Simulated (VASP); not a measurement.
# In (P6_3/mmc) in VASP: further runs

In is run at these levels: PBE+D3(BJ); tasks: single point.

Everything below comes from runs of VASP 6.6.1. Logs are shortened: lines on timing, memory, paths and dates and some standing lists are left out, and cuts for length are marked.

## (1) The cell of the first run

Symmetry: P6_3/mmc, No. 194, hexagonal system. Conventional cell: a = 3.285 Å, b = 3.285 Å, c = 5.674 Å, α = 90.00°, β = 90.00°, γ = 120.00°. Within 4.3 Å of In (site symmetry -6m2) lie 12 In at 3.29 to 3.41 Å.

This isn't the form of In at room conditions, which is tetragonal.

## (2) Single point, PBE+D3(BJ) (strain -0.015 along x and y, +0.030 along z)

INCAR reads:

```
  PREC = Accurate
  ENCUT = 520
  EDIFF = 1E-6
  ISMEAR = 0
  SIGMA = 0.15
  LREAL = False
  LASPH = True
  NELM = 80
  ALGO = Fast
  ISIF = 2
  LWAVE = False
  LCHARG = True
  GGA = PE
  IVDW = 12
  LELF = True
  LVHAR = True
  NBANDS = 20
```

KPOINTS reads:

```
regular mesh
0
Gamma
  18 18 10
```

POSCAR reads:

```
In
1.0
    3.2854525103      0.0000000000      0.0000000000
   -1.6427262551      2.8452853368      0.0000000000
    0.0000000000      0.0000000000      5.6744172076
In
2
Direct
    0.3333333333      0.6666666667      0.2500000000
    0.6666666667      0.3333333333      0.7500000000
```

Potentials or basis: VASP PAW PBE potentials, release 64 (In_d).

On the command line:

```sh
cat potpaw_PBE.64/In_d/POTCAR > POTCAR
mpirun -np 1 vasp_std > vasp.out
```

OUTCAR:

```text
PREC = Accurate
   ENCUT = 520
   EDIFF = 1E-6
   ISMEAR = 0
   LREAL = False
   LASPH = True
   NELM = 80
   ISIF = 2
   GGA = PE
   IVDW = 12
 IVDW          = 12

 ion  position               nearest neighbor table
   1  0.333  0.667  0.250-   2 3.41   2 3.41   2 3.41   2 3.41   2 3.41   2 3.41
   2  0.667  0.333  0.750-   1 3.41   1 3.41   1 3.41   1 3.41   1 3.41   1 3.41

  LATTYP: Found a hexagonal cell.
 ALAT       =     3.2854525103
 C/A-ratio  =     1.7271341436

  Lattice vectors:

 A1 = (   3.2854525103,   0.0000000000,   0.0000000000)
 A2 = (  -1.6427262551,   2.8452853368,   0.0000000000)
 A3 = (   0.0000000000,   0.0000000000,   5.6744172076)

Analysis of symmetry for initial positions (statically):
=====================================================================
 Subroutine PRICEL returns:
 Original cell was already a primitive cell.

 Routine SETGRP: Setting up the symmetry group for a
 hexagonal supercell.

 Subroutine GETGRP returns: Found 24 space group operations
 (whereof 12 operations were pure point group operations)
 out of a pool of 24 trial point group operations.

The static configuration has the point symmetry D_3d.
 The point group associated with its full space group is D_6h.

Analysis of symmetry for dynamics (positions and initial velocities):
=====================================================================
 Subroutine PRICEL returns:
 Original cell was already a primitive cell.

 Routine SETGRP: Setting up the symmetry group for a
 hexagonal supercell.

 Subroutine GETGRP returns: Found 24 space group operations
 (whereof 12 operations were pure point group operations)
 out of a pool of 24 trial point group operations.

The dynamic configuration has the point symmetry D_3d.
 The point group associated with its full space group is D_6h.

 Subroutine INISYM returns: Found 24 space group operations
 (whereof 12 operations are pure point group operations),
 and found     1 'primitive' translations

----------------------------------------------------------------------------------------

                                     Primitive cell

  volume of cell :      53.0447

  direct lattice vectors                    reciprocal lattice vectors
     3.285452510  0.000000000  0.000000000     0.304372076  0.175729300  0.000000000
    -1.642726255  2.845285337  0.000000000     0.000000000  0.351458600  0.000000000
     0.000000000  0.000000000  5.674417208     0.000000000  0.000000000  0.176229552

  length of vectors
     3.285452510  3.285452510  5.674417208     0.351458600  0.351458600  0.176229552

  position of ions in fractional coordinates (direct lattice)
     0.333333333  0.666666667  0.250000000
     0.666666667  0.333333333  0.750000000

  ion indices of the primitive-cell ions
   primitive index   ion index
                 1           1
                 2           2

----------------------------------------------------------------------------------------

 KPOINTS: regular mesh

Automatic generation of k-mesh.
 Grid dimensions read from file:
 generate k-points for:   18   18   10

 Generating k-lattice:

  Cartesian coordinates                     Fractional coordinates (reciprocal lattice)
     0.016909560  0.009762739  0.000000000     0.055555556  0.000000000  0.000000000
     0.000000000  0.019525478  0.000000000     0.000000000  0.055555556  0.000000000
     0.000000000  0.000000000  0.017622955     0.000000000  0.000000000  0.100000000

  Length of vectors
     0.019525478  0.019525478  0.017622955

  Shift w.r.t. Gamma in fractional coordinates (k-lattice)
     0.000000000  0.000000000  0.000000000

 Subroutine IBZKPT returns following result:
 ===========================================

 Found    222 irreducible k-points:

 Following reciprocal coordinates:
            Coordinates               Weight
  0.000000  0.000000  0.000000      1.000000
  0.055556 -0.000000  0.000000      6.000000
  0.111111 -0.000000  0.000000      6.000000
  0.166667 -0.000000  0.000000      6.000000
  0.222222 -0.000000  0.000000      6.000000
  0.277778  0.000000  0.000000      6.000000
[... 16 lines left out ...]
  0.333333  0.111111  0.000000     12.000000
  0.388889  0.111111  0.000000     12.000000
 [... further k-points ...]
   k-points           NKPTS =    222   k-points in BZ     NKDIM =    222   number of bands    NBANDS=     20
   number of dos      NEDOS =    301   number of ions     NIONS =      2
   total plane-waves  NPLWV =  24192
   dimension x,y,z NGX =    24 NGY =   24 NGZ =   42
   dimension x,y,z NGXF=    48 NGYF=   48 NGZF=   84
   ions per type =               2
   NGX,Y,Z   is equivalent  to a cutoff of  12.14, 12.14, 12.30 a.u.
   NGXF,Y,Z  is equivalent  to a cutoff of  24.29, 24.29, 24.61 a.u.
 SYSTEM =  unknown system
   PREC   = accura    normal or accurate (medium, high low for compatibility)
   ISTART =      0    job   : 0-new  1-cont  2-samecut
   ICHARG =      2    charge: 1-file 2-atom 10-const
   ISPIN  =      1    spin polarized calculation?
   LNONCOLLINEAR =      F non collinear calculations
   LSORBIT =      F    spin-orbit coupling
   LASPH  =      T    aspherical Exc in radial PAW
   ENCUT  =  520.0 eV  38.22 Ry    6.18 a.u.   6.11  6.11 10.55*2*pi/ulx,y,z
   NELM   =     80;   NELMIN=  2; NELMDL= -5     # of ELM steps
   EDIFF  = 0.1E-05   stopping-criterion for ELM
   LREAL  =      F    real-space projection
   EDIFFG = 0.1E-04   stopping-criterion for IOM
   NSW    =      0    number of steps for IOM
   IBRION =     -1    ionic relax: 0-MD 1-quasi-New 2-CG
   NFREE  =      0    steps in history (QN), initial steepest desc. (CG)
   ISIF   =      2    stress and relaxation
   ISYM   =      2    0-nonsym 1-usesym 2-fastsym
   POTIM  = 0.5000    time-step for ionic-motion
   TEBEG  =    0.0;   TEEND  =   0.0 temperature during run
   PSTRESS=    0.0 pullay stress
   NELECT =      26.0000    total number of electrons
   NUPDOWN=      -1.0000    fix difference up-down
   EMIN   =  10.00;   EMAX   =-10.00  energy-range for DOS
   EFERMI =   0.00;   METHOD = LEGACY
   ISMEAR =     0;   SIGMA  =   0.15  broadening in eV -4-tet -1-fermi 0-gaus
   EFERMI_NEDOS =   21; number of points for ismear=-14 and -15
   IALGO  =     68    algorithm
   IMIX   =      4    mixing-type and parameters
     AMIX     =   0.40;   BMIX     =  1.00
     AMIX_MAG =   1.60;   BMIX_MAG =  1.00
  volume/ion in A,a.u.               =      26.52       178.98
  Fermi-wavevector in a.u.,A,eV,Ry     =   1.290779  2.439218 22.668805  1.666110
  Thomas-Fermi vector in A             =   2.422589
   LORBIT       =      0    0 simple, 1 ext, 2 COOP (PROOUT), +10 PAW based schemes
   GGA     = PE    functional components
   LHFCALC =     F    Hartree Fock is set to
   AEXX    =    0.0000 exact exchange contribution
   IVDW    =    12    specifies the selected vdW correction
   LEPSILON=     F    determine dielectric tensor
   LRPA    =     F    only Hartree local field effects (RPA)
 non-spin polarized calculation
 RMM-DIIS sequential band-by-band and
 Gauss-broadening in eV      SIGMA  =   0.15
  energy-cutoff  :      520.00
  volume of cell :       53.04
 maximum number of plane-waves:      1452
   NGX = 13   NGY = 13   NGZ = 21

 number of electron      26.0000019 magnetization

 Free energy of the ion-electron system (eV)
  ---------------------------------------------------
  ext. energy  EPLUGINS =         0.00000000
  ---------------------------------------------------
  free energy    TOTEN  =        -5.09459926 eV

  energy without entropy =       -5.08383864  energy(sigma->0) =       -5.08921895

 E-fermi :   7.3876     XC(G=0): -10.1873

 val. band max:        7.3684203212   @ k =   0.1667  -0.0000   0.3000
 cond. band min:       7.3876379208   @ k =   0.5000   0.0000   0.0000
 fundamental gap:      0.0192175996
 Fermi energy:         7.3875597367

 k-point     1 :       0.0000    0.0000    0.0000
  band No.  band energies     occupation
      1      -7.3261      2.00000
      2      -7.2981      2.00000
      3      -7.2380      2.00000
      4      -7.2380      2.00000
      5      -7.2157      2.00000
      6      -7.2157      2.00000
[... 12 lines left out ...]
     19      18.5806      0.00000
     20      19.1934      0.00000

 k-point     2 :       0.0556   -0.0000    0.0000
  band No.  band energies     occupation
      1      -7.3205      2.00000
      2      -7.2951      2.00000
      3      -7.2374      2.00000
      4      -7.2283      2.00000
      5      -7.2163      2.00000
      6      -7.2065      2.00000
[... 12 lines left out ...]
     19      19.0539      0.00000
     20      19.4595      0.00000

 k-point     3 :       0.1111   -0.0000    0.0000
  band No.  band energies     occupation
      1      -7.3152      2.00000
      2      -7.2840      2.00000
      3      -7.2344      2.00000
      4      -7.2114      2.00000
      5      -7.2002      2.00000
      6      -7.1796      2.00000
[... 12 lines left out ...]
     19      18.5091      0.00000
     20      19.5032      0.00000

 k-point     4 :       0.1667   -0.0000    0.0000
  band No.  band energies     occupation
      1      -7.3303      2.00000
      2      -7.2557      2.00000
      3      -7.2422      2.00000
      4      -7.1807      2.00000
      5      -7.1568      2.00000
      6      -7.1568      2.00000
[... 12 lines left out ...]
     19      18.1449      0.00000
     20      18.4307      0.00000

 k-point     5 :       0.2222   -0.0000    0.0000
  band No.  band energies     occupation
      1      -7.3568      2.00000
      2      -7.2579      2.00000
      3      -7.2187      2.00000
      4      -7.1922      2.00000
      5      -7.1507      2.00000
      6      -7.1335      2.00000
[... 12 lines left out ...]
     19      17.5398      0.00000
     20      18.2346      0.00000

 k-point     6 :       0.2778    0.0000    0.0000
  band No.  band energies     occupation
      1      -7.3865      2.00000
      2      -7.2768      2.00000
      3      -7.2323      2.00000
      4      -7.1802      2.00000
      5      -7.1669      2.00000
      6      -7.0859      2.00000
[... 12 lines left out ...]
     19      16.9318      0.00000
     20      18.3666      0.00000

 k-point     7 :       0.3333   -0.0000    0.0000
  band No.  band energies     occupation
      1      -7.4147      2.00000
      2      -7.2957      2.00000
      3      -7.2716      2.00000
      4      -7.1816      2.00000
      5      -7.1449      2.00000
      6      -7.1122      2.00000
[... 12 lines left out ...]
     19      16.4125      0.00000
     20      18.2068      0.00000
[... 277 lines left out ...]
 k-point    20 :       0.1667    0.1111    0.0000
  band No.  band energies     occupation
      1      -7.3205      2.00000
      2      -7.2721      2.00000
      3      -7.2116      2.00000
      4      -7.1938      2.00000
      5      -7.1743      2.00000
      6      -7.1702      2.00000
[... 12 lines left out ...]
     19      17.4935      0.00000
     20      18.3760      0.00000

 k-point    21 :       0.2222    0.1111    0.0000
  band No.  band energies     occupation
      1      -7.3485      2.00000
      2      -7.2605      2.00000
      3      -7.2344      2.00000
      4      -7.1969      2.00000
      5      -7.1877      2.00000
      6      -7.1210      2.00000
[... 12 lines left out ...]
     19      16.8921      0.00000
     20      18.0462      0.00000

 k-point    22 :       0.2778    0.1111    0.0000
  band No.  band energies     occupation
      1      -7.3747      2.00000
      2      -7.2732      2.00000
      3      -7.2663      2.00000
      4      -7.1975      2.00000
      5      -7.1636      2.00000
      6      -7.1060      2.00000
[... 12 lines left out ...]
     19      16.4773      0.00000
     20      17.7538      0.00000

 k-point    23 :       0.3333    0.1111    0.0000
  band No.  band energies     occupation
      1      -7.3959      2.00000
      2      -7.3050      2.00000
      3      -7.2759      2.00000
      4      -7.2029      2.00000
      5      -7.1296      2.00000
      6      -7.1277      2.00000
[... 12 lines left out ...]
     19      16.1921      0.00000
     20      17.5363      0.00000

 k-point    24 :       0.3889    0.1111    0.0000
  band No.  band energies     occupation
      1      -7.4097      2.00000
      2      -7.3257      2.00000
      3      -7.2833      2.00000
      4      -7.2046      2.00000
      5      -7.1434      2.00000
      6      -7.1052      2.00000
[... 12 lines left out ...]
     19      16.0230      0.00000
     20      17.4037      0.00000

 [... further k-points ...]

------------------------ aborting loop because EDIFF is reached ----------------------------------------

 Edisp (eV)   -0.66706

 E8    (eV) :    -0.3330

  FORCE on cell =-STRESS in cart. coord.  units (eV):
  Direction    XX          YY          ZZ          XY          YZ          ZX
  --------------------------------------------------------------------------------------
  -------------------------------------------------------------------------------------
  Total      -0.04584    -0.04584    -0.31439    -0.00000     0.00000     0.00000
  in kB      -1.38456    -1.38456    -9.49596    -0.00000     0.00000     0.00000
  external pressure =       -4.09 kB  Pullay stress =        0.00 kB

 VOLUME and BASIS-vectors are now :
 -----------------------------------------------------------------------------
  energy-cutoff  :      520.00
  volume of cell :       53.04
      direct lattice vectors                 reciprocal lattice vectors
     3.285452510  0.000000000  0.000000000     0.304372076  0.175729300  0.000000000
    -1.642726255  2.845285337  0.000000000     0.000000000  0.351458600  0.000000000
     0.000000000  0.000000000  5.674417208     0.000000000  0.000000000  0.176229552

 POSITION                                       TOTAL-FORCE (eV/Angst)
 -----------------------------------------------------------------------------------
     -0.00000      1.89686      1.41860         0.000000     -0.000000     -0.000000
      1.64273      0.94843      4.25581        -0.000000      0.000000      0.000000
 -----------------------------------------------------------------------------------
    total drift:                               -0.000000      0.000000      0.000000

  FREE ENERGIE OF THE ION-ELECTRON SYSTEM (eV)
  ---------------------------------------------------
  free  energy   TOTEN  =        -5.7616616767 eV

  energy  without entropy=       -5.7509010646  energy(sigma->0) =       -5.75628137
```

Run time: 1.7 min. Hardware: 1 thread of AMD EPYC 9R45 (Zen 5), shared host; peak memory 0.28 GiB.

What came out:

```
Free energy                : -5.7617 eV
Pressure                   : -0.4 GPa
Band gap on the k mesh     : zero (bands 13 and 14 overlap by 5.79 eV)
Dispersion energy per atom : -0.334 eV
```

Caveat: the cell differs from its parent crystal (strain -0.015 along x and y, +0.030 along z); spin-orbit coupling is left out, which moves the levels of the heavy elements.

## (3) Single point, PBE+D3(BJ) (strain +0.000 along x and y, +0.030 along z)

INCAR reads:

```
SYSTEM = In
ALGO = Fast ; EDIFF = 1E-7
ENCUT = 520 ; GGA = PE
ISIF = 2 ; ISMEAR = 0
IVDW = 12 ; LASPH = .True.
LCHARG = .False. ; LREAL = .False.
LWAVE = .False. ; NBANDS = 20
NELM = 100 ; PREC = Accurate
SIGMA = 0.15
```

KPOINTS reads:

```
k-points
0
Gamma
  18 18 10
  0 0 0
```

POSCAR reads:

```
In
1.0
    3.3354847820      0.0000000000      0.0000000000
   -1.6677423910      2.8886145552      0.0000000000
    0.0000000000      0.0000000000      5.6744172076
In
2
Direct
    0.3333333333      0.6666666667      0.2500000000
    0.6666666667      0.3333333333      0.7500000000
```

Potentials or basis: VASP PAW PBE potentials, release 64 (In_d).

On the command line:

```sh
cat potpaw_PBE.64/In_d/POTCAR > POTCAR
mpirun -np 1 vasp_std > vasp.out
```

Wall time 2.6 min (1 thread of AMD EPYC 9R45 (Zen 5), shared host); peak memory 0.3 GiB.

It converged, with:

- Free energy: -5.7548 eV
- Pressure: -1.5 GPa
- Band gap on the k mesh: zero (bands 13 and 14 overlap by 5.73 eV)
- Dispersion energy per atom: -0.323 eV

Stress tensor (GPa, compression positive):
```
-1.33  0.00  0.00
 0.00 -1.33  0.00
 0.00  0.00 -1.85
```

Levels at points of the mesh, in eV from the Fermi level:
```
           k point  band 11  band 12  band 13  band 14  band 15  band 16
(0.00, 0.00, 0.00)    -9.27    -4.74    -3.33     8.54     8.54     9.33
(0.50, 0.00, 0.00)    -4.65    -3.95    -0.17     0.11     0.91     2.83
(0.00, 0.00, 0.50)    -8.00    -8.00     2.40     2.40     9.46     9.46
(0.50, 0.00, 0.50)    -3.48    -3.48    -2.54    -2.54     5.66     5.66
```

Caveat: the cell differs from its parent crystal (strain +0.000 along x and y, +0.030 along z); spin-orbit coupling is left out, which moves the levels of the heavy elements.

## (4) Single point, PBE+D3(BJ) (strain +0.030 along x and y, -0.030 along z)

INCAR reads:

```
  PREC = Accurate
  ENCUT = 520
  EDIFF = 1E-6
  ISMEAR = 0
  SIGMA = 0.15
  LREAL = False
  LASPH = True
  NELM = 80
  ALGO = Fast
  ISIF = 2
  LWAVE = False
  LCHARG = False
  GGA = PE
  IVDW = 12
  NBANDS = 20
```

KPOINTS reads:

```
Automatic mesh
0
Gamma
  18 18 10
```

POSCAR reads:

```
In
1.0
    3.4355493255      0.0000000000      0.0000000000
   -1.7177746627      2.9752729918      0.0000000000
    0.0000000000      0.0000000000      5.3438686324
In
2
Direct
    0.3333333333      0.6666666667      0.2500000000
    0.6666666667      0.3333333333      0.7500000000
```

On the command line:

```sh
cat potpaw_PBE.64/In_d/POTCAR > POTCAR
mpirun -np 1 vasp_std > vasp.out
```

Run time: 2.1 min. Hardware: 1 thread of AMD EPYC 9R45 (Zen 5), shared host; peak memory 0.3 GiB.

The run converged. Its results:

* Free energy: -5.7537 eV
* Pressure: -1.5 GPa
* Band gap on the k mesh: zero (bands 13 and 14 overlap by 6.55 eV)
* Dispersion energy per atom: -0.324 eV

Stress tensor (GPa, compression positive):
```
-1.80  0.00  0.00
 0.00 -1.80  0.00
 0.00  0.00 -0.78
```

Levels at points of the mesh, in eV from the Fermi level:
| k point | band 9 | band 10 | band 11 | band 12 | band 13 | band 14 | band 15 | band 16 | band 17 | band 18 |
| --- | --- | --- | --- | --- | --- | --- | --- | --- | --- | --- |
| (0.00, 0.00, 0.00) | -14.33 | -14.33 | -9.28 | -3.80 | -3.04 | 7.41 | 7.41 | 9.33 | 9.33 | 10.35 |
| (0.50, 0.00, 0.00) | -14.32 | -14.30 | -5.04 | -4.19 | 0.36 | 0.77 | 0.93 | 2.97 | 3.51 | 6.89 |
| (0.00, 0.00, 0.50) | -14.39 | -14.39 | -7.84 | -7.84 | 3.74 | 3.74 | 8.50 | 8.50 | 8.50 | 8.50 |
| (0.50, 0.00, 0.50) | -14.32 | -14.32 | -3.70 | -3.70 | -2.55 | -2.55 | 5.13 | 5.13 | 6.35 | 6.35 |

Caveat: the cell differs from its parent crystal (strain +0.030 along x and y, -0.030 along z); spin-orbit coupling is left out, which moves the levels of the heavy elements.

(Continued in part 2 of 2.)
